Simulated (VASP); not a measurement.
A run of VASP 6.6.1 is set up as follows.

Contents of INCAR:

```
ALGO = Normal
EDIFF = 1E-6
ENCUT = 520
GGA = PE
ISIF = 2
ISMEAR = 0
LASPH = T
LCHARG = T
LELF = T
LREAL = F
LVHAR = T
LWAVE = F
NBANDS = 16
NELM = 60
PREC = Accurate
SIGMA = 0.15
```

File KPOINTS:

```
k-points
0
Gamma
  21 21 6
```

POSCAR

```
C
1.0
    1.1691272924     -2.1938640853      0.0000000000
    1.1691272924      2.1938640853      0.0000000000
    0.0000000000      0.0000000000      8.9427071947
C
4
Direct
    0.0833329406      0.9166670594      0.7503043452
    0.5833329406      0.4166670594      0.2496956548
    0.9166670594      0.0833329406      0.2496956548
    0.4166670594      0.5833329406      0.7503043452
```

Potentials or basis: VASP PAW PBE potentials, release 64 (C).

Launch:

```bash
$ cat potpaw_PBE.64/C/POTCAR > POTCAR
$ mpirun -np 1 vasp_std > vasp.out
```

(1) Estimate the largest force.

(2) Predict the pressure.

Answers

(1) 1.003 eV/Å.

(2) 10.3 GPa.

Caveat: the cell stands under pressure; this functional lacks dispersion, which binds the layers, so the pressure and a relaxed spacing across them are unreliable; forces of over 1 eV/Å act on the atoms, so gaps and moduli don't describe the material at rest.
